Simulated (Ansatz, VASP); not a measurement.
This is a calculation of As for Ansatz 0.2.0.

File input.yaml:

```yaml
crystal:
  lattice:
    - [1.825, -5.5, 0.0]
    - [1.825, 5.5, 0.0]
    - [0.0, 0.0, 4.47]
  atoms:
    - { symbol: As, position: [0.39, 0.61, 0.56] }
    - { symbol: As, position: [0.89, 0.11, 0.94] }
    - { symbol: As, position: [0.61, 0.39, 0.44] }
    - { symbol: As, position: [0.11, 0.89, 0.06] }
hamiltonian:
  xc: r2scan
  pseudopotentials: { kind: paw }
kpoints:
  mp_grid: { grid: [8, 8, 6] }
scf:
  occupations: { method: fermi_dirac, width: 0.05 }
output:
  forces: true
  stress: true
  eigenvalues: true
```

Potentials or basis: Ansatz PAW.

The run is started by

```console
$ ansatz run input.yaml --threads 1 --pin off --max-ram 3584MiB --backend cpu --events-out ev --progress --plain --runs-dir out
```

Question: Set up the same calculation for VASP 6.6.1. Potentials there: VASP PAW PBE potentials, release 64 (As).

Answer: As run (the cutoff follows the program's own potentials):

POSCAR

```
As
1.0
    1.8250000000     -5.5000000000      0.0000000000
    1.8250000000      5.5000000000      0.0000000000
    0.0000000000      0.0000000000      4.4700000000
As
4
Direct
    0.3900000000      0.6100000000      0.5600000000
    0.8900000000      0.1100000000      0.9400000000
    0.6100000000      0.3900000000      0.4400000000
    0.1100000000      0.8900000000      0.0600000000
```

Contents of INCAR.step1:

```
  PREC = Accurate
  ENCUT = 520
  ISMEAR = -1
  SIGMA = 0.05
  LREAL = False
  LASPH = True
  NELM = 100
  NBANDS = 18
  GGA = PE
  ALGO = Normal
  EDIFF = 1E-4
  LWAVE = True
  LCHARG = False
```

The input INCAR.step2:

```
  PREC = Accurate
  ENCUT = 520
  EDIFF = 1E-6
  ISMEAR = -1
  SIGMA = 0.05
  LREAL = False
  LASPH = True
  NELM = 100
  ALGO = Normal
  ISIF = 2
  LWAVE = False
  LCHARG = False
  METAGGA = R2SCAN
  LMIXTAU = True
  NBANDS = 18
  ISTART = 1
```

KPOINTS

```
regular mesh
0
Gamma
  8 8 6
```

Potentials or basis: VASP PAW PBE potentials, release 64 (As).

Command:

```sh
$ cat potpaw_PBE.64/As/POTCAR > POTCAR
$ cp INCAR.step1 INCAR
$ mpirun -np 1 vasp_std > vasp.out
$ cp INCAR.step2 INCAR
$ mpirun -np 1 vasp_std > vasp.out
```

Both were run:

|  | VASP | Ansatz | Ansatz less VASP |
| --- | --- | --- | --- |
| gap on the k mesh at the Fermi level (eV) | 0.18 | 0.19 | +0.003 |
| least direct gap on the mesh (eV) | 0.29 | 0.28 | -0.003 |
| pressure (GPa) | 1.5 | 1.4 | -0.11 |
| traceless stress, the component that is largest in VASP (GPa) | 0.78 | 0.81 | +0.038 |
| rms of the force components (eV/Å) | 0.200 | 0.220 | +0.0206 |

VASP's potentials were made for PBE, not for r2SCAN. Atom by atom the forces differ by 0.022 eV/Å (rms over components). The functional is the same, so the differences come from potentials, cutoffs and numerics. VASP's potentials hold 20 valence electrons a cell and Ansatz's 60, so a difference there can come from the potentials and not from the codes.
